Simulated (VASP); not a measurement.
# WSe2 (P-6m2) in VASP: relaxation of cell and atoms with PBE+D3(BJ)

Aim: the relaxation of cell and atoms of WSe2 with PBE+D3(BJ).

All numbers are computed with VASP 6.6.1; they aren't measurements. Logs are shortened: lines on timing, memory, paths and dates and some standing lists are left out, and cuts for length are marked.

**1. The cell of the first run**

Symmetry: P-6m2, No. 187, hexagonal system. The conventional cell has a = 3.279 Å, b = 3.279 Å, c = 19.808 Å, α = 90.00°, β = 90.00°, γ = 120.00°. Within 3.3 Å of W (site symmetry -6m2) lie 6 Se at 2.53 Å and 6 W at 3.28 Å. Within 3.3 Å of W (site symmetry 3m) lie 6 Se at 2.53 Å and 6 W at 3.28 Å. Se (site symmetry 3m) has 3 W at 2.53 Å and 7 Se at 3.28 to 3.37 Å within 3.4 Å. Se (site symmetry 3m) has 3 W at 2.53 Å and 7 Se at 3.28 to 3.37 Å within 3.4 Å. Within 3.4 Å of Se (site symmetry 3m) lie 3 W at 2.53 Å and 7 Se at 3.28 to 3.37 Å.

**2. Relaxation of cell and atoms, PBE+D3(BJ)**

File INCAR:

```
SYSTEM = WSe2
  ALGO = Normal
  EDIFF = 1E-6
  EDIFFG = -0.005
  ENCUT = 600
  GGA = PE
  IBRION = 2
  ISIF = 3
  ISMEAR = 0
  IVDW = 12
  LASPH = .True.
  LCHARG = .False.
  LREAL = .False.
  LWAVE = .False.
  NELM = 60
  NSW = 100
  PREC = Accurate
  SIGMA = 0.02
```

File KPOINTS:

```
k-points
0
Gamma
  12 12 2
  0 0 0
```

File POSCAR:

```
WSe2
1.0
    3.2788614501      0.0000000000      0.0000000000
   -1.6394307250      2.8395773113      0.0000000000
    0.0000000000      0.0000000000     19.8076873169
W Se
3 6
Direct
    0.6666666667      0.3333333333      0.0000000000
    0.3333333333      0.6666666667      0.6769338525
    0.3333333333      0.6666666667      0.3230661475
    0.3333333333      0.6666666667      0.0850398707
    0.6666666667      0.3333333333      0.7620049391
    0.6666666667      0.3333333333      0.4081240016
    0.3333333333      0.6666666667      0.9149601293
    0.6666666667      0.3333333333      0.5918759984
    0.6666666667      0.3333333333      0.2379950609
```

Potentials or basis: VASP PAW PBE potentials, release 64 (W_sv, Se).

The run is started by

```
$ cat potpaw_PBE.64/W_sv/POTCAR potpaw_PBE.64/Se/POTCAR > POTCAR
$ mpirun -np 1 vasp_std > vasp.out
```

OUTCAR:

```text
SYSTEM = WSe2
   EDIFF = 1E-6
   EDIFFG = -0.005
   ENCUT = 600
   GGA = PE
   IBRION = 2
   ISIF = 3
   ISMEAR = 0
   IVDW = 12
   LASPH = .True.
   LREAL = .False.
   NELM = 60
   NSW = 100
   PREC = Accurate
 IVDW          = 12

 ion  position               nearest neighbor table
   1  0.667  0.333  0.000-   4 2.53   7 2.53   4 2.53   7 2.53   4 2.53   7 2.53
   2  0.333  0.667  0.677-   8 2.53   8 2.53   8 2.53   5 2.53   5 2.53   5 2.53
   3  0.333  0.667  0.323-   6 2.53   6 2.53   6 2.53   9 2.53   9 2.53   9 2.53
   4  0.333  0.667  0.085-   1 2.53   1 2.53   1 2.53
   5  0.667  0.333  0.762-   2 2.53   2 2.53   2 2.53
   6  0.667  0.333  0.408-   3 2.53   3 2.53   3 2.53
   7  0.333  0.667  0.915-   1 2.53   1 2.53   1 2.53
   8  0.667  0.333  0.592-   2 2.53   2 2.53   2 2.53
   9  0.667  0.333  0.238-   3 2.53   3 2.53   3 2.53

  LATTYP: Found a hexagonal cell.
 ALAT       =     3.2788614501
 C/A-ratio  =     6.0410260142

  Lattice vectors:

 A1 = (   3.2788614501,   0.0000000000,   0.0000000000)
 A2 = (  -1.6394307250,   2.8395773113,   0.0000000000)
 A3 = (   0.0000000000,   0.0000000000,  19.8076873169)

Analysis of symmetry for initial positions (statically):
=====================================================================
 Subroutine PRICEL returns:
 Original cell was already a primitive cell.

 Routine SETGRP: Setting up the symmetry group for a
 hexagonal supercell.

 Subroutine GETGRP returns: Found 12 space group operations
 (whereof 12 operations were pure point group operations)
 out of a pool of 24 trial point group operations.

The static configuration has the point symmetry D_3h.

Analysis of symmetry for dynamics (positions and initial velocities):
=====================================================================
 Subroutine PRICEL returns:
 Original cell was already a primitive cell.

 Routine SETGRP: Setting up the symmetry group for a
 hexagonal supercell.

 Subroutine GETGRP returns: Found 12 space group operations
 (whereof 12 operations were pure point group operations)
 out of a pool of 24 trial point group operations.

The dynamic configuration has the point symmetry D_3h.

 Subroutine INISYM returns: Found 12 space group operations
 (whereof 12 operations are pure point group operations),
 and found     1 'primitive' translations

----------------------------------------------------------------------------------------

                                     Primitive cell

  volume of cell :     184.4211

  direct lattice vectors                    reciprocal lattice vectors
     3.278861450  0.000000000  0.000000000     0.304983914  0.176082545  0.000000000
    -1.639430725  2.839577311  0.000000000     0.000000000  0.352165090  0.000000000
     0.000000000  0.000000000 19.807687317     0.000000000  0.000000000  0.050485450

  length of vectors
     3.278861450  3.278861450 19.807687317     0.352165090  0.352165090  0.050485450

  position of ions in fractional coordinates (direct lattice)
     0.666666667  0.333333333  0.000000000
     0.333333333  0.666666667  0.676933852
     0.333333333  0.666666667  0.323066148
     0.333333333  0.666666667  0.085039871
     0.666666667  0.333333333  0.762004939
     0.666666667  0.333333333  0.408124002
     0.333333333  0.666666667  0.914960129
     0.666666667  0.333333333  0.591875998
     0.666666667  0.333333333  0.237995061

  ion indices of the primitive-cell ions
   primitive index   ion index
                 1           1
                 2           2
                 3           3
                 4           4
                 5           5
                 6           6
                 7           7
                 8           8
                 9           9

----------------------------------------------------------------------------------------

 KPOINTS: k-points

Automatic generation of k-mesh.
 Grid dimensions read from file:
 generate k-points for:   12   12    2

 Generating k-lattice:

  Cartesian coordinates                     Fractional coordinates (reciprocal lattice)
     0.025415326  0.014673545  0.000000000     0.083333333  0.000000000  0.000000000
     0.000000000  0.029347091  0.000000000     0.000000000  0.083333333  0.000000000
     0.000000000  0.000000000  0.025242725     0.000000000  0.000000000  0.500000000

  Length of vectors
     0.029347091  0.029347091  0.025242725

  Shift w.r.t. Gamma in fractional coordinates (k-lattice)
     0.000000000  0.000000000  0.000000000

 Subroutine IBZKPT returns following result:
 ===========================================

 Found     38 irreducible k-points:

 Following reciprocal coordinates:
            Coordinates               Weight
  0.000000  0.000000  0.000000      1.000000
  0.083333 -0.000000  0.000000      6.000000
  0.166667  0.000000  0.000000      6.000000
  0.250000 -0.000000  0.000000      6.000000
  0.333333 -0.000000  0.000000      6.000000
  0.416667 -0.000000  0.000000      6.000000
[... 16 lines left out ...]
  0.250000 -0.000000  0.500000      6.000000
  0.333333 -0.000000  0.500000      6.000000
 [... further k-points ...]
   k-points           NKPTS =     38   k-points in BZ     NKDIM =     38   number of bands    NBANDS=     46
   number of dos      NEDOS =    301   number of ions     NIONS =      9
   total plane-waves  NPLWV = 125440
   dimension x,y,z NGX =    28 NGY =   28 NGZ =  160
   dimension x,y,z NGXF=    56 NGYF=   56 NGZF=  320
   ions per type =               3   6
   NGX,Y,Z   is equivalent  to a cutoff of  14.20, 14.20, 13.43 a.u.
   NGXF,Y,Z  is equivalent  to a cutoff of  28.39, 28.39, 26.86 a.u.
 SYSTEM =  WSe2
   PREC   = accura    normal or accurate (medium, high low for compatibility)
   ISTART =      0    job   : 0-new  1-cont  2-samecut
   ICHARG =      2    charge: 1-file 2-atom 10-const
   ISPIN  =      1    spin polarized calculation?
   LNONCOLLINEAR =      F non collinear calculations
   LSORBIT =      F    spin-orbit coupling
   LASPH  =      T    aspherical Exc in radial PAW
   ENCUT  =  600.0 eV  44.10 Ry    6.64 a.u.   6.55  6.55 39.56*2*pi/ulx,y,z
   NELM   =     60;   NELMIN=  2; NELMDL= -5     # of ELM steps
   EDIFF  = 0.1E-05   stopping-criterion for ELM
   LREAL  =      F    real-space projection
   EDIFFG = -.5E-02   stopping-criterion for IOM
   NSW    =    100    number of steps for IOM
   IBRION =      2    ionic relax: 0-MD 1-quasi-New 2-CG
   NFREE  =      1    steps in history (QN), initial steepest desc. (CG)
   ISIF   =      3    stress and relaxation
   ISYM   =      2    0-nonsym 1-usesym 2-fastsym
   POTIM  = 0.5000    time-step for ionic-motion
   TEBEG  =    0.0;   TEEND  =   0.0 temperature during run
   PSTRESS=    0.0 pullay stress
   NELECT =      78.0000    total number of electrons
   NUPDOWN=      -1.0000    fix difference up-down
   EMIN   =  10.00;   EMAX   =-10.00  energy-range for DOS
   EFERMI =   0.00;   METHOD = LEGACY
   ISMEAR =     0;   SIGMA  =   0.02  broadening in eV -4-tet -1-fermi 0-gaus
   EFERMI_NEDOS =   21; number of points for ismear=-14 and -15
   IALGO  =     38    algorithm
   IMIX   =      4    mixing-type and parameters
     AMIX     =   0.40;   BMIX     =  1.00
     AMIX_MAG =   1.60;   BMIX_MAG =  1.00
  volume/ion in A,a.u.               =      20.49       138.28
  Fermi-wavevector in a.u.,A,eV,Ry     =   1.228861  2.322211 20.546158  1.510100
  Thomas-Fermi vector in A             =   2.363771
   LORBIT       =      0    0 simple, 1 ext, 2 COOP (PROOUT), +10 PAW based schemes
   GGA     = PE    functional components
   LHFCALC =     F    Hartree Fock is set to
   AEXX    =    0.0000 exact exchange contribution
   IVDW    =    12    specifies the selected vdW correction
   LEPSILON=     F    determine dielectric tensor
   LRPA    =     F    only Hartree local field effects (RPA)
 conjugate gradient relaxation of ions
 non-spin polarized calculation
 Gauss-broadening in eV      SIGMA  =   0.02
  energy-cutoff  :      600.00
  volume of cell :      184.42
 maximum number of plane-waves:      6248
 NGX is ok and might be reduce to    28
   NGX = 13   NGY = 13   NGZ = 79

--------------------------------------- Ionic step        1  -------------------------------------------

 number of electron      78.0000000 magnetization

 Free energy of the ion-electron system (eV)
  ---------------------------------------------------
  ext. energy  EPLUGINS =         0.00000000
  ---------------------------------------------------
  free energy    TOTEN  =       -64.63880556 eV

  energy without entropy =      -64.63880556  energy(sigma->0) =      -64.63880556

------------------------ aborting loop because EDIFF is reached ----------------------------------------

 Edisp (eV)   -4.14542

 E8    (eV) :    -1.8490

  FORCE on cell =-STRESS in cart. coord.  units (eV):
  Direction    XX          YY          ZZ          XY          YZ          ZX
  --------------------------------------------------------------------------------------
  -------------------------------------------------------------------------------------
  Total       0.32222     0.32222     0.37795     0.00000     0.00000     0.00000
  in kB       2.79930     2.79930     3.28347     0.00000     0.00000     0.00000
  external pressure =        2.96 kB  Pullay stress =        0.00 kB
[... 75 lines left out ...]
  energy  without entropy=      -68.7828301627  energy(sigma->0) =      -68.78283016

--------------------------------------- Ionic step        3  -------------------------------------------

 number of electron      78.0000000 magnetization

 Free energy of the ion-electron system (eV)
  ---------------------------------------------------
  ext. energy  EPLUGINS =         0.00000000
  ---------------------------------------------------
  free energy    TOTEN  =       -64.64689609 eV

  energy without entropy =      -64.64689609  energy(sigma->0) =      -64.64689609

 E-fermi :   6.1837     XC(G=0): -10.6478

 val. band max:        6.1020574033   @ k =   0.0000   0.0000   0.5000
 cond. band min:       7.0780646762   @ k =   0.1667   0.1667   0.0000
 fundamental gap:      0.9760072729
 Fermi energy:         6.1837298338

 k-point     1 :       0.0000    0.0000    0.0000
  band No.  band energies     occupation
      1     -68.1935      2.00000
      2     -68.1930      2.00000
      3     -68.1930      2.00000
      4     -32.4429      2.00000
      5     -32.4429      2.00000
      6     -32.4418      2.00000
[... 1165 lines left out ...]
     45       8.4305      0.00000
     46       8.7319      0.00000

 [... further k-points ...]

------------------------ aborting loop because EDIFF is reached ----------------------------------------

 Edisp (eV)   -4.13776

 E8    (eV) :    -1.8456

  FORCE on cell =-STRESS in cart. coord.  units (eV):
  Direction    XX          YY          ZZ          XY          YZ          ZX
  --------------------------------------------------------------------------------------
  -------------------------------------------------------------------------------------
  Total       0.03171     0.03171    -0.03854     0.00000    -0.00000    -0.00000
  in kB       0.27502     0.27502    -0.33422     0.00000    -0.00000    -0.00000
  external pressure =        0.07 kB  Pullay stress =        0.00 kB
[... 24 lines left out ...]
  FREE ENERGIE OF THE ION-ELECTRON SYSTEM (eV)
  ---------------------------------------------------
  free  energy   TOTEN  =       -68.7846581748 eV

  energy  without entropy=      -68.7846581748  energy(sigma->0) =      -68.78465817

 reached required accuracy - stopping structural energy minimisation
```

Wall time 19 min (1 thread of Intel Xeon Platinum 8259CL at 2.50GHz (Skylake/Cascade Lake), shared host); peak memory 0.58 GiB.

Results:

| Quantity | Value |
| --- | --- |
| Free energy | -68.7847 eV |
| Relaxed volume | 20.53 Å³/atom |
| Relaxed cell | a = 3.281 Å, b = 3.281 Å, c = 19.821 Å, α = 90.00°, β = 90.00°, γ = 120.00° |
| Space group after relaxing (to 0.1 Å) | P-6m2 (No. 187) |
| Energy gained by relaxing | 0.0 meV/atom |
| Ionic steps | 3 |
| Pressure after relaxing | 0.0 GPa |
| Largest force after relaxing | 0.004 eV/Å |
| Band gap on the k mesh | 0.98 eV (least direct gap 1.58 eV) |
| Dispersion energy per atom | -0.460 eV |

Forces on the atoms (eV/Å):
```
W    0.000  0.000  0.000
W    0.000  0.000  0.000
W    0.000  0.000  0.000
Se   0.000  0.000  0.004
Se   0.000  0.000  0.003
Se   0.000  0.000  0.003
Se   0.000  0.000 -0.004
Se   0.000  0.000 -0.003
Se   0.000  0.000 -0.003
```

The path:
```tsv
step	energy change (eV)	largest force (eV/Å)	pressure (GPa)	volume (Å³)
1	0.0000	0.0494	0.30	184.42
2	0.0014	0.0864	-0.65	185.43
3	-0.0004	0.0042	0.01	184.75
```

Final structure:
```yaml
crystal:
  lattice:
    - [3.28072, 0.00000, 0.00000]
    - [-1.64036, 2.84118, 0.00000]
    - [0.00000, 0.00000, 19.82083]
  atoms:
    - { symbol: W, position: [0.66667, 0.33333, 0.00000] }
    - { symbol: W, position: [0.33333, 0.66667, 0.67693] }
    - { symbol: W, position: [0.33333, 0.66667, 0.32307] }
    - { symbol: Se, position: [0.33333, 0.66667, 0.08508] }
    - { symbol: Se, position: [0.66667, 0.33333, 0.76204] }
    - { symbol: Se, position: [0.66667, 0.33333, 0.40816] }
    - { symbol: Se, position: [0.33333, 0.66667, 0.91492] }
    - { symbol: Se, position: [0.66667, 0.33333, 0.59184] }
    - { symbol: Se, position: [0.66667, 0.33333, 0.23796] }
```

Levels at points of the mesh, in eV from the valence-band top:
| k point | band 37 | band 38 | band 39 | band 40 | band 41 | band 42 |
| --- | --- | --- | --- | --- | --- | --- |
| (0.00, 0.00, 0.00) | -1.13 | -0.18 | -0.04 | 2.68 | 2.68 | 2.68 |
| (0.50, 0.00, 0.00) | -1.18 | -1.12 | -1.06 | 2.21 | 2.23 | 2.24 |
| (0.00, 0.00, 0.50) | -0.61 | -0.36 | 0.00 | 2.67 | 2.67 | 2.70 |
| (0.50, 0.00, 0.50) | -1.17 | -1.17 | -1.03 | 2.21 | 2.22 | 2.24 |

Caveat: spin-orbit coupling is left out, which moves the levels of the heavy elements. A k mesh can miss the band edges.
